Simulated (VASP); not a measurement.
Wanted: the native input for a VASP 6.6.1 run.

```
Task                   : single point
Functional             : PBEsol
Potentials or basis    : VASP PAW PBE potentials, release 64 (Ca_sv, O)
Cutoff                 : 520 eV
k mesh                 : 4 × 4 × 3
Occupations            : fermi-dirac, width 0.1 eV
Spin                   : no spin polarisation
Dipole correction      : no
Further INCAR settings : ALGO = Normal; EDIFF = 1e-06; NBANDS = 24; NELMDL = -8
```

The structure of CaO lies in POSCAR:

```
CaO
1.0
    3.9919760000      0.0000000000      0.0000000000
   -1.9959880000      3.4571520000      0.0000000000
    0.0000000000      0.0000000000      5.7848400000
Ca O
2 2
Direct
    0.3333333333      0.6666666667      0.6203507789
    0.6666666667      0.3333333333      0.2067835930
    0.3333333333      0.6666666667      0.2067835930
    0.6666666667      0.3333333333      0.6203507789
```

The input as run:

INCAR

```
SYSTEM = CaO
PREC = Accurate ; ENCUT = 520
EDIFF = 1E-6 ; ISMEAR = -1
SIGMA = 0.1 ; LREAL = .FALSE.
LASPH = .TRUE. ; NELM = 120
ALGO = Normal ; ISIF = 2
LWAVE = .FALSE. ; LCHARG = .FALSE.
GGA = PS ; NBANDS = 24
GGA_COMPAT = .FALSE. ; NELMDL = -8
```

KPOINTS

```
regular mesh
0
G
  4 4 3
  0 0 0
```

Potentials or basis: VASP PAW PBE potentials, release 64 (Ca_sv, O).

Command:

```bash
$ cat potpaw_PBE.64/Ca_sv/POTCAR potpaw_PBE.64/O/POTCAR > POTCAR
$ mpirun -np 1 vasp_std > vasp.out
```

Results of the run:

```json
{
  "Largest force": "0.229 eV/Å",
  "Band gap on the k mesh": "2.62 eV"
}
```

Caveat: the k points lie up to 0.45 Å⁻¹ apart; the PAW data sets were made with another functional, which shifts forces and pressure a little.

Run time: 30 s on 1 thread of AMD EPYC 9R14 (Zen 4), on a shared host, peak memory 0.17 GiB.
